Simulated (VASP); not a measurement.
# NaCl (Fm-3m) in VASP: a series of runs, part 2 of 3

VASP 6.6.1.

## 3. Vibrations by perturbation theory, PBEsol

This run uses another cell than the first one, of 17.52 Å³/atom.

INCAR reads:

```
SYSTEM = NaCl
PREC = Accurate
ENCUT = 520
EDIFF = 1E-8
ISMEAR = 0
SIGMA = 0.01
LREAL = .False.
LASPH = .True.
NELM = 80
ALGO = Normal
ISIF = 2
LWAVE = .False.
LCHARG = .True.
GGA = PS
NBANDS = 14
IBRION = 8
NSW = 1
```

KPOINTS reads:

```
regular mesh
0
Gamma
  8 8 8
  0 0 0
```

POSCAR reads:

```
NaCl
1.0
    2.5971747215      2.5971747215      0.0000000000
   -2.5971747215      2.5971747215      0.0000000000
    0.0000000000      2.5971747215      2.5971747215
Na Cl
1 1
Direct
    0.0000000000      0.0000000000      0.0000000000
    0.5000000000      0.5000000000      0.0000000000
```

Potentials or basis: VASP PAW PBE potentials, release 64 (Na_pv, Cl).

Started as:

```console
$ cat potpaw_PBE.64/Na_pv/POTCAR potpaw_PBE.64/Cl/POTCAR > POTCAR
$ mpirun -np 1 vasp_std > vasp.out
```

OUTCAR:

```text
SYSTEM = NaCl
   PREC = Accurate
   ENCUT = 520
   EDIFF = 1E-8
   ISMEAR = 0
   LREAL = .False.
   LASPH = .True.
   NELM = 80
   ISIF = 2
   GGA = PS
   IBRION = 8
   NSW = 1

 ion  position               nearest neighbor table
   1  0.000  0.000  0.000-   2 2.60   2 2.60   2 2.60   2 2.60   2 2.60   2 2.60
   2  0.500  0.500  0.000-   1 2.60   1 2.60   1 2.60   1 2.60   1 2.60   1 2.60

  LATTYP: Found a face centered cubic cell.
 ALAT       =     5.1943494430

  Lattice vectors:

 A1 = (   0.0000000000,   2.5971747215,   2.5971747215)
 A2 = (   2.5971747215,   0.0000000000,   2.5971747215)
 A3 = (   2.5971747215,   2.5971747215,   0.0000000000)

Analysis of symmetry for initial positions (statically):
=====================================================================
 Subroutine PRICEL returns:
 Original cell was already a primitive cell.

 Routine SETGRP: Setting up the symmetry group for a
 face centered cubic supercell.

 Subroutine GETGRP returns: Found 48 space group operations
 (whereof 48 operations were pure point group operations)
 out of a pool of 48 trial point group operations.

The static configuration has the point symmetry O_h .

Analysis of symmetry for dynamics (positions and initial velocities):
=====================================================================
 Subroutine PRICEL returns:
 Original cell was already a primitive cell.

 Routine SETGRP: Setting up the symmetry group for a
 face centered cubic supercell.

 Subroutine GETGRP returns: Found 48 space group operations
 (whereof 48 operations were pure point group operations)
 out of a pool of 48 trial point group operations.

The dynamic configuration has the point symmetry O_h .

 Subroutine INISYM returns: Found 48 space group operations
 (whereof 48 operations are pure point group operations),
 and found     1 'primitive' translations

----------------------------------------------------------------------------------------

                                     Primitive cell

  volume of cell :      35.0375

  direct lattice vectors                    reciprocal lattice vectors
     2.597174722  2.597174722  0.000000000     0.192516890  0.192516890 -0.192516890
    -2.597174722  2.597174722  0.000000000    -0.192516890  0.192516890 -0.192516890
     0.000000000  2.597174722  2.597174722     0.000000000  0.000000000  0.385033780

  length of vectors
     3.672959715  3.672959715  3.672959715     0.333449035  0.333449035  0.385033780

  position of ions in fractional coordinates (direct lattice)
     0.000000000  0.000000000  0.000000000
     0.500000000  0.500000000  0.000000000

[... 142 lines left out ...]
      8       6.9417      0.00000
      9      12.0416      0.00000
     10      12.0416      0.00000
     11      12.0416      0.00000
     12      14.6289      0.00000
     13      14.6289      0.00000
     14      16.3956      0.00000
[... 377 lines left out ...]
      1     -19.4958      2.00000
      2     -19.4431      2.00000
      3     -19.4316      2.00000
      4     -11.6943      2.00000
      5      -1.5672      2.00000
      6      -0.2839      2.00000
      7       0.2498      2.00000
      8       9.6305      0.00000
      9      11.0890      0.00000
     10      12.2763      0.00000
     11      13.3970      0.00000
     12      16.3957      0.00000
     13      18.1569      0.00000
     14      19.0753      0.00000

 [... further k-points ...]

------------------------ aborting loop because EDIFF is reached ----------------------------------------

  FORCE on cell =-STRESS in cart. coord.  units (eV):
  Direction    XX          YY          ZZ          XY          YZ          ZX
  --------------------------------------------------------------------------------------
  -------------------------------------------------------------------------------------
  Total        2.2166651      2.2166651      2.2166651      0.0000000      0.0000000     -0.0000000
  in kB      101.3624670    101.3624670    101.3624670      0.0000000      0.0000000     -0.0000000
  external PRESSURE =     101.3624670 kB  Pullay stress =       0.0000000 kB

 VOLUME and BASIS-vectors are now :
 -----------------------------------------------------------------------------
  energy-cutoff  :      520.00
  volume of cell :       35.04
      direct lattice vectors                 reciprocal lattice vectors
     2.597174722  2.597174722  0.000000000     0.192516890  0.192516890 -0.192516890
    -2.597174722  2.597174722  0.000000000    -0.192516890  0.192516890 -0.192516890
     0.000000000  2.597174722  2.597174722     0.000000000  0.000000000  0.385033780

 POSITION                                       TOTAL-FORCE (eV/Angst)
 -----------------------------------------------------------------------------------
      0.00000      0.00000      0.00000        -0.000000     -0.000000      0.000000
      0.00000      2.59717      0.00000         0.000000      0.000000      0.000000
 -----------------------------------------------------------------------------------
    total drift:                               -0.000000      0.000000     -0.000000

  FREE ENERGIE OF THE ION-ELECTRON SYSTEM (eV)
  ---------------------------------------------------
  free  energy   TOTEN  =        -6.7675920193 eV

  energy  without entropy=       -6.7675920193  energy(sigma->0) =       -6.76759202

[... ionic steps 2 to 3 ...]

--------------------------------------- Ionic step        4  -------------------------------------------

------------------------ aborting loop because EDIFF is reached ----------------------------------------

[... ionic steps 5 to 6 ...]

--------------------------------------- Ionic step        7  -------------------------------------------

 Free energy of the ion-electron system (eV)
  ---------------------------------------------------
  ---------------------------------------------------
  free energy    TOTEN  =        -0.19084525 eV

  energy without entropy =       -0.19084525

------------------------ aborting loop because EDIFF is reached ----------------------------------------

 INTERNAL STRAIN TENSOR  FOR ION    2  DIRECTION 1   (eV/Angst):
 -----------------------------------------------------------------------------
    -0.01415 -0.00000 -0.00000
     0.00000  0.00191  0.00000
     0.00000  0.00000  0.00191

 INTERNAL STRAIN TENSOR FOR ION    2 for displacements in x,y,z  (eV/Angst):
          X           Y           Z          XY          YZ          ZX
  --------------------------------------------------------------------------------
  x     0.00000     0.00000     0.00000     0.00000     0.00000     0.00000
  y     0.00000     0.00000     0.00000     0.00000     0.00000     0.00000
  z     0.00000     0.00000     0.00000     0.00000     0.00000     0.00000

 SECOND DERIVATIVES (NOT SYMMETRIZED)
 ------------------------------------
               1X          1Y          1Z          2X          2Y          2Z
  1X    -3.810028   -0.000000    0.000000    3.810028    0.000000   -0.000000
  1Y     0.000000   -3.810028   -0.000000   -0.000000    3.810028    0.000000
  1Z    -0.000000   -0.000000   -3.810028    0.000000    0.000000    3.810028
  2X     3.795855    0.000000    0.000000   -3.795855    0.000000    0.000000
  2Y     0.000000    3.795855    0.000000    0.000000   -3.795855    0.000000
  2Z     0.000000    0.000000    3.795855    0.000000    0.000000   -3.795855

 Eigenvectors and eigenvalues of the dynamical matrix
 ----------------------------------------------------

   1 f  =    8.165208 THz    51.303517 2PiTHz  272.362034 cm-1    33.768573 meV
             X         Y         Z           dx          dy          dz
      0.000000  0.000000  0.000000     0.000000    0.779432   -0.000000
      0.000000  2.597175  0.000000     0.000000   -0.626487    0.000000
[... 21 lines left out ...]
   6 f/i=    0.007429 THz     0.046680 2PiTHz    0.247816 cm-1     0.030725 meV
             X         Y         Z           dx          dy          dz
      0.000000  0.000000  0.000000     0.000000   -0.000000   -0.626487
      0.000000  2.597175  0.000000     0.000000    0.000000   -0.779432

--------------------------------------------------------------------------------------------------------

 ELASTIC MODULI CONTR FROM IONIC RELAXATION (kBar)
 Direction    XX          YY          ZZ          XY          YZ          ZX
 --------------------------------------------------------------------------------
 XX           0.0000      0.0000      0.0000      0.0000      0.0000      0.0000
 YY           0.0000      0.0000      0.0000      0.0000      0.0000      0.0000
 ZZ           0.0000      0.0000      0.0000      0.0000      0.0000      0.0000
 XY           0.0000      0.0000      0.0000      0.0000      0.0000      0.0000
 YZ           0.0000      0.0000      0.0000      0.0000      0.0000      0.0000
 ZX           0.0000      0.0000      0.0000      0.0000      0.0000      0.0000
 --------------------------------------------------------------------------------
```

OSZICAR:

```text
N       E                     dE             d eps       ncg     rms          rms(c)
DAV:   1     0.102757969644E+03    0.10276E+03   -0.70705E+03   818   0.106E+03
DAV:   2     0.191478102896E+00   -0.10257E+03   -0.95104E+02   910   0.297E+02
DAV:   3    -0.681788004917E+01   -0.70094E+01   -0.69721E+01  1052   0.700E+01
DAV:   4    -0.691747788996E+01   -0.99598E-01   -0.99569E-01   956   0.875E+00
[... 44 lines left out ...]
RMM:   9    -0.190845648412E+00    0.42201E-06   -0.82479E-09  3337   0.221E-04    0.605E-05
RMM:  10    -0.190845222994E+00    0.42542E-06   -0.12647E-08  3442   0.762E-05    0.662E-06
RMM:  11    -0.190845251509E+00   -0.28515E-07   -0.70633E-08  3464   0.369E-05    0.351E-06
RMM:  12    -0.190845248819E+00    0.26908E-08   -0.17886E-07  3241   0.274E-05    0.846E-07
RMM:  13    -0.190845251253E+00   -0.24345E-08   -0.30857E-08  2564   0.243E-05    0.173E-07
 Linear response finished
```

stdout:

```text
POSCAR found type information on POSCAR NaCl
 POSCAR found :  2 types and       2 ions
 scaLAPACK will be used
 -----------------------------------------------------------------------------
|                                                                             |
|                                                                             |
|     You enforced a specific xc type in the INCAR file but a different       |
|     I HOPE YOU KNOW WHAT YOU ARE DOING!                                     |
|                                                                             |
 -----------------------------------------------------------------------------

 LDA part: xc-table for (Slater+PW92), standard interpolation
 POSCAR, INCAR and KPOINTS ok, starting setup
 FFT: planning ... GRIDC
 FFT: planning ... GRID_SOFT
 FFT: planning ... GRID
 WAVECAR not read
 entering main loop
 Linear response reoptimize wavefunctions to high precision
 Linear response DOF=           2
 Linear response progress:
 first order change of Fermi-energy   0.97243E-04
 force on displaced ion       1 direction 1 :  -3.810  -0.000   0.000
 Linear response progress:
 first order change of Fermi-energy   0.83486E-04
 force on displaced ion       2 direction 1 :  -3.796  -0.000  -0.000
 Linear response finished
```

Run time: 2 min. Hardware: 1 thread of Intel Xeon Platinum 8259CL at 2.50GHz (Skylake/Cascade Lake), shared host; peak memory 0.2 GiB.

What came out:

* Highest phonon frequency at Γ, LO-TO splitting left out: 272 cm⁻¹

Phonon frequencies in cm⁻¹ (negative: imaginary):
```tsv
q point	frequencies
(0.000, 0.000, 0.000)	0 0 0 272 272 272
```

Caveat: the cell stands under pressure or tension, which shifts response properties; the PAW data sets were made with another functional, which shifts forces and pressure a little.

[end of part 2 of 3]
